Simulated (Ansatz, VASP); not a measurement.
# One calculation of Cr, two programs

```
Cr
1.0
     2.35229    0.00000    0.00000
     0.00000    2.35229    0.00000
     0.00000    0.00000    2.35229
Cr
1
Direct
  0.00000 0.00000 0.00000
```

Alike in both runs: task single point; functional revPBE; k mesh 15 × 15 × 15; occupations fermi-dirac, width 0.1 eV; no spin polarisation.

|  | VASP | Ansatz |
| --- | --- | --- |
| version | VASP 6.6.1 | Ansatz 0.2.0 |
| potentials or method | VASP PAW PBE potentials, release 64 (Cr_pv), cutoff 520 eV | plane waves (420 eV) with PAW, scalar-relativistic |
| valence electrons in the cell | 12 | 14 |

```tsv
	VASP	Ansatz	Ansatz less VASP
pressure (GPa)	0.5	0.7	+0.18
```

VASP's potentials were made for PBE, not for revPBE. The functional is the same, so the differences come from potentials, cutoffs and numerics. VASP's potentials hold 12 valence electrons a cell and Ansatz's 14, so a difference there can come from the potentials and not from the codes.
